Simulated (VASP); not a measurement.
Ca, 1 atom in the cell. It takes space group Immm (No. 71, orthorhombic). Conventional cell: a = 3.976 Å, b = 4.480 Å, c = 4.984 Å, α = 90.00°, β = 90.00°, γ = 90.00°. Ca (site symmetry mmm) has 14 Ca at 3.90 to 4.98 Å within 5.1 Å.  This cell differs from its parent crystal: strain +0.1125 x Voigt [1, -1, 0, 0, 0, 0].

* Program: VASP 6.6.1
* Task: single point
* Functional: PBEsol
* Potentials or basis: VASP PAW PBE potentials, release 64 (Ca_sv)
* Cutoff: 520 eV
* k mesh: 16 × 16 × 16
* Occupations: gaussian, width 0.15 eV
* Spin: no spin polarisation
* Dipole correction: no
* Further INCAR settings: ALGO = Fast; EDIFF = 1e-07; NBANDS = 11

Potentials or basis: VASP PAW PBE potentials, release 64 (Ca_sv).

Launch:

```console
$ cat potpaw_PBE.64/Ca_sv/POTCAR > POTCAR
$ mpirun -np 1 vasp_std > vasp.out
```

Hardware: 1 thread of Intel Xeon 8259CL (shared host).

Task: Estimate the wall time of this run.

Result: It took 12 min on 1 thread of Intel Xeon 8259CL (shared host), peak memory 0.41 GiB. Counts: scf iterations 17, k points 621.
